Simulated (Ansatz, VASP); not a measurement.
Two plane-wave programs on Be4Se3

```
Be Se
1.0
     4.76553    0.00000    0.00000
     0.00000    4.76553    0.00000
     0.00000    0.00000    6.27937
Be Se
4 3
Direct
  0.23461 0.23461 0.22384
  0.76539 0.76539 0.22384
  0.76539 0.23461 0.77616
  0.23461 0.76539 0.77616
  0.00000 0.00000 0.00000
  0.00000 0.00000 0.50000
  0.50000 0.50000 0.00000
```

Change from the starting cell: species swapped into the Ti4H3 type (P-42m, No. 111).

Alike in both runs: functional PBE; k mesh 4 × 4 × 3; occupations gaussian, width 0.2 eV; no spin polarisation.

Ansatz relaxed the structure, and its values are those at the end. VASP's run is a single point on that final structure, the one shown.

```csv
,VASP,Ansatz
version,VASP 6.6.1,Ansatz 0.2.0
potentials or method,"VASP PAW PBE potentials, release 64 (Be, Se), cutoff 520 eV","scalar-relativistic, plane waves, PAW"
valence electrons in the cell,26,56
```

VASP gave:

- gap on the k mesh at the Fermi level (eV): none
- pressure (GPa): 0.2
- rms of the force components (eV/Å): 0.013

What did Ansatz give for the same quantities?

gap on the k mesh at the Fermi level (eV): none; pressure (GPa): 0.0; rms of the force components (eV/Å): 0.011.

A gap of «none» marks a metal or a gap that the smearing closes. VASP's potentials hold 26 valence electrons a cell and Ansatz's 56, so a difference there can come from the potentials and not from the codes.
